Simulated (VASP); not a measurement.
Here is a VASP 6.6.1 calculation.

Contents of INCAR:

```
SYSTEM = Cs4Br
  PREC = Accurate
  ENCUT = 520
  EDIFF = 1E-7
  ISMEAR = 0
  SIGMA = 0.1
  LREAL = .False.
  LASPH = .True.
  NELM = 60
  ALGO = Normal
  ISIF = 2
  LWAVE = .False.
  LCHARG = .False.
  GGA = PE
  NBANDS = 30
```

The input KPOINTS:

```
Automatic mesh
0
Gamma
  6 6 6
  0 0 0
```

Contents of POSCAR:

```
Cs4Br
1.0
    7.5581468000      0.0000000000      0.0000000000
    0.0000000000      7.5581468000      0.0000000000
    0.0000000000      0.0000000000      7.5581468000
Cs Br
4 1
Direct
    0.5000000000      0.0000000000      0.0000000000
    0.0000000000      0.5000000000      0.0000000000
    0.0000000000      0.0000000000      0.5000000000
    0.5000000000      0.5000000000      0.5000000000
    0.0000000000      0.0000000000      0.0000000000
```

Potentials or basis: VASP PAW PBE potentials, release 64 (Cs_sv, Br).

Launch:

```sh
$ cat potpaw_PBE.64/Cs_sv/POTCAR potpaw_PBE.64/Br/POTCAR > POTCAR
$ mpirun -np 1 vasp_std > vasp.out
```

(1) Estimate the band gap on the k mesh.

(2) Predict the pressure.

Answers

(1) zero (an odd number of electrons rules out a gap without spin polarisation).

(2) 0.0 GPa.

Caveat: spin-orbit coupling is left out, which moves the levels of the heavy elements.
